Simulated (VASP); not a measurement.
Here is a VASP 6.6.1 calculation.

Contents of INCAR:

```
PREC = Accurate
ENCUT = 520
EDIFF = 1E-6
ISMEAR = 0
SIGMA = 0.05
LREAL = F
LASPH = T
NELM = 100
ALGO = Normal
ISIF = 2
LWAVE = F
LCHARG = F
GGA = PS
NBANDS = 16
```

KPOINTS

```
Automatic mesh
0
Gamma
  9 9 6
```

File POSCAR:

```
MgO
1.0
    3.3034677759      0.0000000000      0.0000000000
   -1.6517338880      2.8608870145      0.0000000000
    0.0000000000      0.0000000000      5.0193881071
Mg O
2 2
Direct
    0.3413109589      0.7044171963      0.0036583441
    0.6586890411      0.2955828037      0.5036583441
    0.3259324758      0.6316454330      0.4009416559
    0.6740675242      0.3683545670      0.9009416559
```

Potentials or basis: VASP PAW PBE potentials, release 64 (Mg, O).

Command:

```bash
$ cat potpaw_PBE.64/Mg/POTCAR potpaw_PBE.64/O/POTCAR > POTCAR
$ mpirun -np 1 vasp_std > vasp.out
```

What does it give for the pressure?

-0.5 GPa.

Estimate the largest force.

0.407 eV/Å.

What does it give for the band gap on the k mesh?

3.27 eV, direct.

Forces on the atoms (eV/Å):
```
Mg   0.092 -0.390  0.073
Mg  -0.092  0.390  0.073
O   -0.086  0.198 -0.073
O    0.086 -0.198 -0.073
```

Caveat: the cell differs from its parent crystal (mode 4 frozen in at -0.036 Å and mode 5 at +0.108 Å (largest displacements)); the PAW data sets were made with another functional, which shifts forces and pressure a little. A k mesh can miss the band edges.
